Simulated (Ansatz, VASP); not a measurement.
# Two plane-wave programs on LiSi4

Contents of INCAR:

```
ALGO     = Normal         # electronic algorithm
EDIFF    = 1E-7           # SCF threshold, eV
EDIFFG   = -0.04          # ionic threshold
ENCUT    = 600            # plane-wave cutoff, eV
GGA      = PE             # functional
IBRION   = 2              # ionic algorithm
ISIF     = 3              # what is computed and relaxed
ISMEAR   = 0              # smearing method
LASPH    = T              # aspherical terms in the spheres
LCHARG   = F              # write CHGCAR
LREAL    = F              # projectors in reciprocal space
LWAVE    = F              # write WAVECAR
NELM     = 60             # most SCF steps
NSW      = 90             # ionic steps
PREC     = Accurate       # precision mode
SIGMA    = 0.1            # smearing width, eV
```

Contents of KPOINTS:

```
k-points
0
Gamma
  6 6 6
```

POSCAR

```
LiSi4
1.0
    1.7285443900     -5.6664892300      0.0000000000
    1.7285443900      5.6664892300      0.0000000000
    0.0000000000      0.0000000000      3.5958592300
Li Si
1 4
Direct
    0.5000000000      0.5000000000      0.0000000000
    0.0940261200      0.9059738800      0.5000000000
    0.9059738800      0.0940261200      0.5000000000
    0.1949989000      0.8050011000      0.0000000000
    0.8050011000      0.1949989000      0.0000000000
```

Input for Ansatz:

```yaml
crystal:
  lattice:
    - [1.72854439, -5.66648923, 0.0]
    - [1.72854439, 5.66648923, 0.0]
    - [0.0, 0.0, 3.59585923]
  atoms:
    - { symbol: Li, position: [0.5, 0.5, 0.0] }
    - { symbol: Si, position: [0.09402612, 0.90597388, 0.5] }
    - { symbol: Si, position: [0.90597388, 0.09402612, 0.5] }
    - { symbol: Si, position: [0.1949989, 0.8050011, 0.0] }
    - { symbol: Si, position: [0.8050011, 0.1949989, 0.0] }
basis:
  ecutwfc: 420
kpoints:
  mp_grid: { grid: [6, 6, 6] }
hamiltonian:
  xc: pbe
scf:
  occupations: { method: gaussian, width: 0.1 }
  lower_state_search: "off"
output:
  forces: true
  stress: true
  eigenvalues: true
relax:
  adjacent_minimum: "off"
  f_tol: 0.04
  max_steps: 70
  cell: { stress_tol: 0.4 }
```

Alike in both runs: task relaxation of cell and atoms; functional PBE; k mesh 6 × 6 × 6; occupations gaussian, width 0.1 eV; no spin polarisation.

|  | VASP | Ansatz |
| --- | --- | --- |
| version | VASP 6.6.1 | Ansatz 0.2.0 |
| potentials or method | VASP PAW PBE potentials, release 64 (Li_sv, Si), cutoff 600 eV | scalar-relativistic, plane waves, PAW |
| valence electrons in the cell | 19 | 19 |

|  | VASP | Ansatz | Ansatz less VASP |
| --- | --- | --- | --- |
| gap on the k mesh at the Fermi level, each at its own relaxed structure (eV) | none | none | - |
| relaxed volume (Å³/atom) | 18.59 | 18.51 | -0.082 |
| relaxed cell length with the largest relative difference (Å) | 6.668 | 6.653 | -0.0146 |

A gap of «none» marks a metal or a gap that the smearing closes.

Noted on VASP's run: the cutoff is short for stress, so the pressure is rough; the volume moved by over 15 % at a fixed basis, so the end points are rough.
